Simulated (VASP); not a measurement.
Here is a VASP 6.6.1 calculation.

INCAR

```
SYSTEM = SrO
PREC = Accurate ; ENCUT = 600
EDIFF = 1E-6 ; ISMEAR = 0
SIGMA = 0.01 ; LREAL = .FALSE.
LASPH = .TRUE. ; NELM = 120
ALGO = Normal ; ISIF = 2
LWAVE = .FALSE. ; LCHARG = .FALSE.
GGA = PS ; NBANDS = 15
GGA_COMPAT = .FALSE.
```

KPOINTS

```
regular mesh
0
G
  8 8 8
  0 0 0
```

The input POSCAR:

```
SrO
1.0
    2.4596435377      2.4596435377      0.0000000000
   -2.4596435377      2.4596435377      0.0000000000
    0.0000000000      2.4596435377      2.4596435377
Sr O
1 1
Direct
    0.5000000000      0.5000000000      0.0000000000
    0.0000000000      0.0000000000      0.0000000000
```

Potentials or basis: VASP PAW PBE potentials, release 64 (Sr_sv, O).

The run is started by

```bash
$ cat potpaw_PBE.64/Sr_sv/POTCAR potpaw_PBE.64/O/POTCAR > POTCAR
$ mpirun -np 1 vasp_std > vasp.out
```

Q: What does it give for the band gap on the k mesh?

A: 2.98 eV.

Q: What does it give for the pressure?

A: 16.0 GPa.

Caveat: the cell stands under pressure; the PAW data sets were made with another functional, which shifts forces and pressure a little. A k mesh can miss the band edges.
